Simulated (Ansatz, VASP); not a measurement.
One calculation of BeCd3S2, two programs

File INCAR:

```
SYSTEM = BeCd3S2
ALGO = Normal
EDIFF = 1E-6
ENCUT = 520
GGA = PE
ISIF = 2
ISMEAR = 0
LASPH = .TRUE.
LCHARG = .TRUE.
LELF = .TRUE.
LREAL = .FALSE.
LVHAR = .TRUE.
LWAVE = .FALSE.
NBANDS = 34
NELM = 80
PREC = Accurate
SIGMA = 0.1
```

File KPOINTS:

```
k-points
0
G
  6 6 2
  0 0 0
```

POSCAR

```
BeCd3S2
1.0
    3.6445740400      0.0000000000      0.0000000000
    0.0000000000      3.6445740400      0.0000000000
    0.0000000000      0.0000000000      8.1742420300
Be Cd S
1 3 2
Direct
    0.5000000000      0.5000000000      0.0000000000
    0.5000000000      0.0000000000      0.3861632900
    0.0000000000      0.5000000000      0.6138367100
    0.0000000000      0.0000000000      0.0000000000
    0.5000000000      0.0000000000      0.7344790700
    0.0000000000      0.5000000000      0.2655209300
```

Input for Ansatz:

```yaml
crystal:
  lattice:
    - [3.64457404, 0.0, 0.0]
    - [0.0, 3.64457404, 0.0]
    - [0.0, 0.0, 8.17424203]
  atoms:
    - { symbol: Be, position: [0.5, 0.5, 0.0] }
    - { symbol: Cd, position: [0.5, 0.0, 0.38616329] }
    - { symbol: Cd, position: [0.0, 0.5, 0.61383671] }
    - { symbol: Cd, position: [0.0, 0.0, 0.0] }
    - { symbol: S, position: [0.5, 0.0, 0.73447907] }
    - { symbol: S, position: [0.0, 0.5, 0.26552093] }
basis:
  ecutwfc: 420
kpoints:
  mp_grid: { grid: [6, 6, 2] }
hamiltonian:
  xc: pbe
scf:
  occupations: { method: gaussian, width: 0.1 }
  lower_state_search: "off"
output:
  forces: true
  stress: true
  eigenvalues: true
```

Change from the starting cell: species swapped into the Hf2SiAs3 type (P-4m2, No. 115).

Alike in both runs: task single point; functional PBE; k mesh 6 × 6 × 2; occupations gaussian, width 0.1 eV; no spin polarisation.

|  | VASP | Ansatz |
| --- | --- | --- |
| version | VASP 6.6.1 | Ansatz 0.2.0 |
| potentials or method | VASP PAW PBE potentials, release 64 (Be, Cd, S), cutoff 520 eV | scalar-relativistic, plane waves, PAW |
| valence electrons in the cell | 50 | 74 |

```csv
,VASP,Ansatz,Ansatz less VASP
gap on the k mesh at the Fermi level (eV),none,none,-
pressure (GPa),6.7,6.3,-0.40
"traceless stress, the component that is largest in VASP (GPa)",3.14,3.16,+0.021
rms of the force components (eV/Å),0.267,0.270,+0.0038
```

Atom by atom the forces differ by 0.004 eV/Å (rms over components). A gap of «none» marks a metal or a gap that the smearing closes. VASP's potentials hold 50 valence electrons a cell and Ansatz's 74, so a difference there can come from the potentials and not from the codes.

The k mesh is coarse, so the values compare programs but aren't converged.
